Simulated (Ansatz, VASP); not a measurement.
# One calculation of ZrO2, two programs

```xyz
3
Lattice="0.0000 2.5350 2.5350 2.5350 0.0000 2.5350 2.5350 2.5350 0.0000" Properties=species:S:1:pos:R:3 pbc="T T T"
Zr    0.0000    0.0000    0.0000
O     1.2675    1.2675    1.2675
O     3.8025    3.8025    3.8025
```

Alike in both runs: task single point; functional PBE; k mesh 6 × 6 × 6; occupations fermi-dirac, width 0.02 eV; no spin polarisation.

|  | VASP | Ansatz |
| --- | --- | --- |
| version | VASP 6.6.1 | Ansatz 0.2.0 |
| potentials or method | VASP PAW PBE potentials, release 64 (Zr_sv, O), cutoff 600 eV | plane waves, PAW |
| valence electrons in the cell | 24 | 24 |

```tsv
	VASP	Ansatz	Ansatz less VASP
pressure (GPa)	6.9	6.8	-0.09
```
